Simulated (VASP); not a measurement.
Write the native input for VASP 6.6.1 that does the following.

| Quantity | Value |
| --- | --- |
| Task | electric field gradients |
| Functional | LDA |
| Potentials or basis | VASP PAW LDA potentials, release 64 (Zr_sv) |
| Cutoff | 520 eV |
| k mesh | 16 × 16 × 16 |
| Occupations | fermi-dirac, width 0.03 eV |
| Spin | no spin polarisation |
| Dipole correction | no |
| Further INCAR settings | ALGO = Normal; EDIFF = 1e-08; NBANDS = 12 |

The structure of Zr lies in POSCAR:

```
Zr
1.0
   -1.8454992086      1.8454992086      1.8454992086
    1.8454992086     -1.8454992086      1.8454992086
    1.8454992086      1.8454992086     -1.8454992086
Zr
1
Direct
    0.0000000000      0.0000000000      0.0000000000
```

This cell differs from its parent crystal: volume scaled by 1.06.

These files were run (other wordings do the same):

INCAR

```
SYSTEM = Zr
PREC = Accurate
ENCUT = 520
EDIFF = 1E-8
ISMEAR = -1
SIGMA = 0.03
LREAL = .False.
LASPH = .True.
NELM = 60
ALGO = Normal
ISIF = 2
LWAVE = .False.
LCHARG = .False.
GGA = CA
LEFG = .True.
NBANDS = 12
```

KPOINTS

```
Automatic mesh
0
Gamma
  16 16 16
  0 0 0
```

Potentials or basis: VASP PAW LDA potentials, release 64 (Zr_sv).

Run with:

```sh
$ cat potpaw_LDA.64/Zr_sv/POTCAR > POTCAR
$ mpirun -np 1 vasp_std > vasp.out
```

It gave:

```json
{"Pressure": "-13.0 GPa", "Band gap on the k mesh": "zero (band 6 reaches 8.72 eV, above the bottom of band 7 at 7.03 eV)"}
```

Caveat: without QUAD_EFG the Cq values of the log hold for a quadrupole moment of 1 mb, not for the nuclei.

Run time: 33 s on 1 thread of Intel(R) Xeon(R) Platinum 8259CL CPU @ 2.50GHz (Skylake/Cascade Lake), on a shared host, peak memory 0.15 GiB.
